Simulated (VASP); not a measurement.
Runs of VASP 6.6.1 on Si2W3. The structure is that of space group P6/mmm (No. 191), or close to it. The cells are those of the table. The cell was generated, and may not be a known phase.

```csv
task,cell,k mesh,cutoff (eV),gap on the mesh (eV),pressure (GPa)
relaxation of cell and atoms,"relaxed from a = 4.663, b = 4.663, c = 5.253 Å, angles 90.0, 90.0, 120.0°, 5 atoms",6 × 6 × 4,600,none,0.0
single point,"a = 4.731, b = 4.731, c = 4.905 Å, angles 90.0, 90.0, 120.0°, 5 atoms",12 × 12 × 8,520,none,0.2
single point,"a = 4.729, b = 4.729, c = 4.928 Å, angles 90.0, 90.0, 120.0°, 5 atoms",6 × 6 × 4,520,none,0.3
single point,"a = 4.663, b = 4.663, c = 5.253 Å, angles 90.0, 90.0, 120.0°, 5 atoms",6 × 6 × 4,520,none,(a)
```

Alike in all rows: level PBE; potentials or basis VASP PAW PBE potentials, release 64 (Si, W_sv); no spin polarisation; smearing gaussian 0.1 eV.

Estimate the missing entries.

(a) -3.3.

Caveats: spin-orbit coupling is left out, which moves the levels of the heavy elements; the stress differs along the axes, from -15 to 3 GPa (at least some runs).

A k mesh can miss the band edges, and the runs leave out spin-orbit coupling on W.

A gap of «none» marks levels without a gap at the run's occupations.
